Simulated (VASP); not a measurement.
Runs of VASP 6.6.1 on Se. The structure is that of space group P6_3/mmc (No. 194), or close to it. The cells are those of the table. 

```csv
cell,k mesh,gap on the mesh (eV),pressure (GPa)
"a = 3.698, b = 3.698, c = 3.977 Å, angles 90.0, 90.0, 120.0°, 2 atoms",12 × 12 × 9,none,-6.9
"a = 3.607, b = 3.607, c = 3.880 Å, angles 90.0, 90.0, 120.0°, 2 atoms",12 × 12 × 9,none,(b)
"a = 3.561, b = 3.561, c = 3.829 Å, angles 90.0, 90.0, 120.0°, 2 atoms",17 × 17 × 14,none,0.0
"a = 3.463, b = 3.463, c = 3.725 Å, angles 90.0, 90.0, 120.0°, 2 atoms",12 × 12 × 9,none,(a)
"a = 3.653, b = 3.653, c = 3.929 Å, angles 90.0, 90.0, 120.0°, 2 atoms",12 × 12 × 9,none,-5.1
```

Alike in all rows: task single point; level PBEsol; potentials or basis VASP PAW PBE potentials, release 64 (Se); no spin polarisation; cutoff (eV) 520; smearing fermi-dirac 0.1 eV.

Task: Fill in the values left out.

Result: (a) 7.8; (b) -2.9.

Caveats: the PAW data sets were made with another functional, which shifts forces and pressure a little.

A k mesh can miss the band edges, and the runs leave out spin-orbit coupling on Se.

A gap of «none» marks levels without a gap at the run's occupations.
